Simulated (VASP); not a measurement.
Here is a VASP 6.6.1 calculation.

File POSCAR:

```
InSe
1.0
    0.0000000000      2.8348631684      2.8348631684
    2.8348631684      0.0000000000      2.8348631684
    2.8348631684      2.8348631684      0.0000000000
In Se
1 1
Direct
    0.0000000000      0.0000000000      0.0000000000
    0.5000000000      0.5000000000      0.5000000000
```

INCAR.step1

```
SYSTEM = InSe
ALGO = Normal
EDIFF = 1E-4
ENCUT = 520
GGA = PE
ISMEAR = 0
LASPH = .True.
LCHARG = .False.
LREAL = .False.
LWAVE = .True.
NBANDS = 16
NELM = 80
PREC = Accurate
SIGMA = 0.05
```

File INCAR.step2:

```
SYSTEM = InSe
ALGO = Normal
EDIFF = 1E-6
ENCUT = 520
ISIF = 2
ISMEAR = 0
ISTART = 1
IVDW = 12
LASPH = .True.
LCHARG = .False.
LMIXTAU = .True.
LREAL = .False.
LWAVE = .False.
METAGGA = R2SCAN
NBANDS = 16
NELM = 80
PREC = Accurate
SIGMA = 0.05
VDW_A1 = 0.49484001
VDW_A2 = 5.73083694
VDW_S6 = 1.0
VDW_S8 = 0.78981345
```

The input KPOINTS:

```
k-points
0
Gamma
  14 14 14
  0 0 0
```

Potentials or basis: VASP PAW PBE potentials, release 64 (In_d, Se).

Run with:

```bash
$ cat potpaw_PBE.64/In_d/POTCAR potpaw_PBE.64/Se/POTCAR > POTCAR
$ cp INCAR.step1 INCAR
$ mpirun -np 1 vasp_std > vasp.out
$ cp INCAR.step2 INCAR
$ mpirun -np 1 vasp_std > vasp.out
```

(1) Estimate the band gap on the k mesh.

(2) Predict the dispersion energy per atom.

Answers

(1) zero (an odd number of electrons rules out a gap without spin polarisation).

(2) -0.183 eV.

Caveat: spin-orbit coupling is left out, which moves the levels of the heavy elements; an odd number of electrons without spin polarisation forces a metal; a magnetic or distorted state may lie lower.
